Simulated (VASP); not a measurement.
# Sn (Immm) in VASP: notebook, part 2 of 2

VASP 6.6.1. Earlier steps stand in the parts before.

**4. Single point, PBEsol**

This run uses another cell than the first one, of 30.39 Å³/atom, 1.039 times its volume.

The input, INCAR:

```
SYSTEM = Sn
PREC = Accurate
ENCUT = 520
EDIFF = 1E-7
ISMEAR = -1
SIGMA = 0.05
LREAL = .FALSE.
LASPH = .TRUE.
NELM = 100
ALGO = Fast
ISIF = 2
LWAVE = .FALSE.
LCHARG = .FALSE.
GGA = PS
NBANDS = 13
```

The input, KPOINTS:

```
Automatic mesh
0
G
  11 11 11
  0 0 0
```

The input, POSCAR:

```
Sn
1.0
   -1.7604013028      1.8103704880      2.3842034864
    1.7604013028     -1.8103704880      2.3842034864
    1.7604013028      1.8103704880     -2.3842034864
Sn
1
Direct
    0.0000000000      0.0000000000      0.0000000000
```

Potentials or basis: VASP PAW PBE potentials, release 64 (Sn_d).

On the command line:

```
$ cat potpaw_PBE.64/Sn_d/POTCAR > POTCAR
$ mpirun -np 1 vasp_std > vasp.out
```

OUTCAR:

```text
SYSTEM = Sn
   PREC = Accurate
   ENCUT = 520
   EDIFF = 1E-7
   ISMEAR = -1
   LREAL = .FALSE.
   LASPH = .TRUE.
   NELM = 100
   ISIF = 2
   GGA = PS

 ion  position               nearest neighbor table
   1  0.000  0.000  0.000-

  LATTYP: Found a body centered orthorhombic cell.
 ALAT       =     3.5208026056
 B/A-ratio  =     1.0283851103
 C/A-ratio  =     1.3543522620

  Lattice vectors:

 A1 = (  -1.7604013028,   1.8103704880,   2.3842034864)
 A2 = (   1.7604013028,  -1.8103704880,   2.3842034864)
 A3 = (   1.7604013028,   1.8103704880,  -2.3842034864)

Analysis of symmetry for initial positions (statically):
=====================================================================
 Subroutine PRICEL returns:
 Original cell was already a primitive cell.

 Routine SETGRP: Setting up the symmetry group for a
 body centered orthorhombic supercell.

 Subroutine GETGRP returns: Found  8 space group operations
 (whereof  8 operations were pure point group operations)
 out of a pool of  8 trial point group operations.

The static configuration has the point symmetry D_2h.

Analysis of symmetry for dynamics (positions and initial velocities):
=====================================================================
 Subroutine PRICEL returns:
 Original cell was already a primitive cell.

 Routine SETGRP: Setting up the symmetry group for a
 body centered orthorhombic supercell.

 Subroutine GETGRP returns: Found  8 space group operations
 (whereof  8 operations were pure point group operations)
 out of a pool of  8 trial point group operations.

The dynamic configuration has the point symmetry D_2h.

 Subroutine INISYM returns: Found  8 space group operations
 (whereof  8 operations are pure point group operations),
 and found     1 'primitive' translations

[... 113 lines left out ...]
  volume/ion in A,a.u.               =      30.39       205.11
  Fermi-wavevector in a.u.,A,eV,Ry     =   1.264319  2.389217 21.748950  1.598503
  Thomas-Fermi vector in A             =   2.397630
   LORBIT       =      0    0 simple, 1 ext, 2 COOP (PROOUT), +10 PAW based schemes
   GGA     = PS    functional components
   LHFCALC =     F    Hartree Fock is set to
   AEXX    =    0.0000 exact exchange contribution
   IVDW    =     0    specifies the selected vdW correction
   LEPSILON=     F    determine dielectric tensor
   LRPA    =     F    only Hartree local field effects (RPA)
 non-spin polarized calculation
 RMM-DIIS sequential band-by-band and
  energy-cutoff  :      520.00
  volume of cell :       30.39
 maximum number of plane-waves:       841
 NGX is ok and might be reduce to    28
   NGX = 13   NGY = 13   NGZ = 13

 number of electron      14.0000003 magnetization

 Free energy of the ion-electron system (eV)
  ---------------------------------------------------
  ext. energy  EPLUGINS =         0.00000000
  ---------------------------------------------------
  free energy    TOTEN  =        -4.16323973 eV

  energy without entropy =       -4.15999026  energy(sigma->0) =       -4.16161499

 E-fermi :   6.7074     XC(G=0):  -9.9884

 val. band max:        6.6915352579   @ k =  -0.3636  -0.3636   0.3636
 cond. band min:       6.7409382876   @ k =   0.1818   0.1818   0.1818
 fundamental gap:      0.0494030296
 Fermi energy:         6.7074279296

 k-point     1 :       0.0000    0.0000    0.0000
  band No.  band energies     occupation
      1     -14.7314      2.00000
      2     -14.7179      2.00000
      3     -14.7037      2.00000
      4     -14.6802      2.00000
      5     -14.6483      2.00000
      6      -3.6849      2.00000
      7      13.2747      0.00000
      8      13.4203      0.00000
      9      13.7762      0.00000
     10      17.2363      0.00000
     11      17.5103      0.00000
     12      17.9847      0.00000
     13      18.1500      0.00000
[... 354 lines left out ...]
  band No.  band energies     occupation
      1     -14.7303      2.00000
      2     -14.6976      2.00000
      3     -14.6750      2.00000
      4     -14.6432      2.00000
      5     -14.6107      2.00000
      6      -0.5153      2.00000
      7       4.5315      2.00000
      8       9.0192      0.00000
      9      10.6422      0.00000
     10      13.9377      0.00000
     11      18.6201      0.00000
     12      19.7403      0.00000
     13      20.9785      0.00000

 [... further k-points ...]
[... 5 lines left out ...]
  --------------------------------------------------------------------------------------
  -------------------------------------------------------------------------------------
  Total       -0.9693321     -1.2395053     -0.9781079      0.0000000      0.0000000      0.0000000
  in kB      -51.0976251    -65.3396063    -51.5602382      0.0000000      0.0000000      0.0000000
  external PRESSURE =     -55.9991566 kB  Pullay stress =       0.0000000 kB

 VOLUME and BASIS-vectors are now :
 -----------------------------------------------------------------------------
  energy-cutoff  :      520.00
  volume of cell :       30.39
      direct lattice vectors                 reciprocal lattice vectors
    -1.760401303  1.810370488  2.384203486     0.000000000  0.276186561  0.209713644
     1.760401303 -1.810370488  2.384203486     0.284026147  0.000000000  0.209713644
     1.760401303  1.810370488 -2.384203486     0.284026147  0.276186561  0.000000000

 POSITION                                       TOTAL-FORCE (eV/Angst)
 -----------------------------------------------------------------------------------
      0.00000      0.00000      0.00000         0.000000     -0.000000      0.000000
 -----------------------------------------------------------------------------------
    total drift:                               -0.000000     -0.000000     -0.000000

  FREE ENERGIE OF THE ION-ELECTRON SYSTEM (eV)
  ---------------------------------------------------
  free  energy   TOTEN  =        -4.1632397281 eV

  energy  without entropy=       -4.1599902573  energy(sigma->0) =       -4.16161499
```

Run time: 54 s. Hardware: 1 thread of Intel Xeon Platinum 8559C (Emerald Rapids), shared host; peak memory 0.21 GiB.

What came out:

```yaml
Free_energy: -4.1632 eV
Pressure: -5.6 GPa
Band_gap_on_the_k_mesh: zero (band 7 reaches 13.27 eV, above the bottom of band 8 at 5.08 eV)
```

Levels at points of the mesh, in eV from the Fermi level:
```
           k point  band 4  band 5  band 6  band 7  band 8  band 9  band 10  band 11
(0.00, 0.00, 0.00)  -21.39  -21.36  -10.39    6.57    6.71    7.07    10.53    10.80
```

Caveat: the PAW data sets were made with another functional, which shifts forces and pressure a little; spin-orbit coupling is left out, which moves the levels of the heavy elements.

**5. Single point, PBEsol**

This run uses another cell than the first one, of 28.67 Å³/atom, 0.980 times its volume.

The input, INCAR:

```
SYSTEM = Sn
PREC = Accurate ; ENCUT = 520
EDIFF = 1E-7 ; ISMEAR = -1
SIGMA = 0.05 ; LREAL = .FALSE.
LASPH = .TRUE. ; NELM = 80
ALGO = Normal ; ISIF = 2
LWAVE = .FALSE. ; LCHARG = .FALSE.
GGA = PS ; NBANDS = 13
```

The input, KPOINTS:

```
regular mesh
0
G
  11 11 11
  0 0 0
```

The input, POSCAR:

```
Sn
1.0
   -1.7621414879      1.8121600685      2.2448083200
    1.7621414879     -1.8121600685      2.2448083200
    1.7621414879      1.8121600685     -2.2448083200
Sn
1
Direct
    0.0000000000      0.0000000000      0.0000000000
```

On the command line:

```
$ cat potpaw_PBE.64/Sn_d/POTCAR > POTCAR
$ mpirun -np 1 vasp_std > vasp.out
```

Run time: 47 s. Hardware: 1 thread of Intel Xeon Platinum 8488C (Sapphire Rapids), shared host; peak memory 0.21 GiB.

The run converged. Its results:

```
Free energy            : -4.2055 eV
Pressure               : -3.8 GPa
Band gap on the k mesh : zero (band 7 reaches 14.46 eV, above the bottom of band 8 at 5.57 eV)
```

Stress tensor (GPa, compression positive):
```
-4.22  0.00  0.00
 0.00 -4.29  0.00
 0.00  0.00 -2.77
```

Levels at points of the mesh, in eV from the Fermi level:
```
           k point  band 3  band 4  band 5  band 6  band 7  band 8  band 9  band 10  band 11  band 12
(0.00, 0.00, 0.00)  -21.42  -21.41  -21.35  -10.79    7.09    7.09    7.57    10.72    11.16    11.80
```

Caveat: the PAW data sets were made with another functional, which shifts forces and pressure a little; spin-orbit coupling is left out, which moves the levels of the heavy elements.

**6. The runs side by side**

```csv
cell,gap on the mesh (eV),pressure (GPa)
"a = 3.429 Å, angles 119.1, 117.2, 93.3°, 1 atom",none,-4.4
"a = 3.451 Å, angles 119.1, 117.2, 93.3°, 1 atom",none,-5.0
"a = 3.473 Å, angles 119.1, 117.2, 93.3°, 1 atom",none,-5.6
"a = 3.381 Å, angles 117.2, 115.2, 96.8°, 1 atom",none,-3.8
```

Alike in all rows: task single point; level PBEsol; potentials or basis VASP PAW PBE potentials, release 64 (Sn_d); no spin polarisation; k mesh 11 × 11 × 11; cutoff (eV) 520; smearing fermi-dirac 0.05 eV.

Caveats: the PAW data sets were made with another functional, which shifts forces and pressure a little; spin-orbit coupling is left out, which moves the levels of the heavy elements.

Total energies depend on the potentials used, so only differences within one code and one set of settings carry meaning.
